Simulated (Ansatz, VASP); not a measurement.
**One calculation of MoSe2, two programs**

The input INCAR:

```
ALGO     = Normal         # electronic algorithm
EDIFF    = 1E-6           # SCF threshold, eV
ENCUT    = 500            # plane-wave cutoff, eV
GGA      = PE             # functional
GGA_COMPAT= F            
ISIF     = 2              # what is computed and relaxed
ISMEAR   = 0              # smearing method
KPAR     = 4            
LASPH    = T              # aspherical terms in the spheres
LCHARG   = F              # write CHGCAR
LMAXMIX  = 4              # l up to which the mixer works
LORBIT   = 11             # projections on sites
LORBMOM  = T            
LREAL    = F              # projectors in reciprocal space
LSORBIT  = T              # spin-orbit coupling
LWAVE    = F              # write WAVECAR
MAGMOM   = 0 0 2 0 0 2 0 0 0 0 0 0 0 0 0 0 0 0 # initial moments
NBANDS   = 68             # bands
NELM     = 200            # most SCF steps
PREC     = Accurate       # precision mode
SIGMA    = 0.05           # smearing width, eV
```

Contents of KPOINTS:

```
k-points
0
Gamma
  8 8 2
```

The input POSCAR:

```
MoSe2
1.0
    3.3147566404      0.0000000000      0.0000000000
   -1.6573783202      2.8706634579      0.0000000000
    0.0000000000      0.0000000000     16.9611278432
Mo Se
2 4
Direct
    0.3333333333      0.6666666667      0.2500000000
    0.6666666667      0.3333333333      0.7500000000
    0.3333333333      0.6666666667      0.6515408902
    0.6666666667      0.3333333333      0.1515408902
    0.3333333333      0.6666666667      0.8484591098
    0.6666666667      0.3333333333      0.3484591098
```

Input for Ansatz:

```yaml
crystal:
  lattice:
    - [3.314756640371, 0.0, 0.0]
    - [-1.657378320186, 2.870663457925, 0.0]
    - [0.0, 0.0, 16.9611278432]
  atoms:
    - { symbol: Mo, position: [0.3333333333333, 0.6666666666667, 0.25], spin: 2.0, spin_axis: [0.0, 0.0, 1.0] }
    - { symbol: Mo, position: [0.6666666666667, 0.3333333333333, 0.75], spin: 2.0, spin_axis: [0.0, 0.0, 1.0] }
    - { symbol: Se, position: [0.3333333333333, 0.6666666666667, 0.6515408902] }
    - { symbol: Se, position: [0.6666666666667, 0.3333333333333, 0.1515408902] }
    - { symbol: Se, position: [0.3333333333333, 0.6666666666667, 0.8484591098] }
    - { symbol: Se, position: [0.6666666666667, 0.3333333333333, 0.3484591098] }
basis:
  ecutwfc: 420
  ecutrho_ratio: 4
kpoints:
  mp_grid: { grid: [8, 8, 2] }
hamiltonian:
  xc: pbe
scf:
  occupations: { method: gaussian, width: 0.05 }
  mixing: { preconditioner: ldos }
output:
  forces: true
  stress: true
  write_density: true
  write_potential: true
  elf: true
  volumetric_format: npy
magnetization:
  noncollinear: true
  spin_orbit: true
```

Alike in both runs: task single point; functional PBE; k mesh 8 × 8 × 2; occupations gaussian, width 0.05 eV; non-collinear spin, spin-orbit coupling.

|  | VASP | Ansatz |
| --- | --- | --- |
| version | VASP 6.6.1 | Ansatz 0.2.0 |
| potentials or method | VASP PAW PBE potentials, release 64 (Mo_sv, Se), cutoff 500 eV | plane waves, PAW |
| valence electrons in the cell | 52 | 92 |

Ansatz gave:

| Quantity | Value |
| --- | --- |
| pressure (GPa) | 0.2 |
| traceless stress, the component that is largest in VASP (GPa) | -0.15 |
| rms of the force components (eV/Å) | 0.009 |
| net moment per atom (μB) | 0.00 |

Question: Which values does VASP return?

Answer: Pressure (GPa): 0.4; traceless stress, the component that is largest in VASP (GPa): -0.11; rms of the force components (eV/Å): 0.026; net moment per atom (μB): 0.00.

Atom by atom the forces differ by 0.017 eV/Å (rms over components). VASP's potentials hold 52 valence electrons a cell and Ansatz's 92, so a difference there can come from the potentials and not from the codes. Ansatz's warnings: seeded moment not kept, stress scf threshold loose.
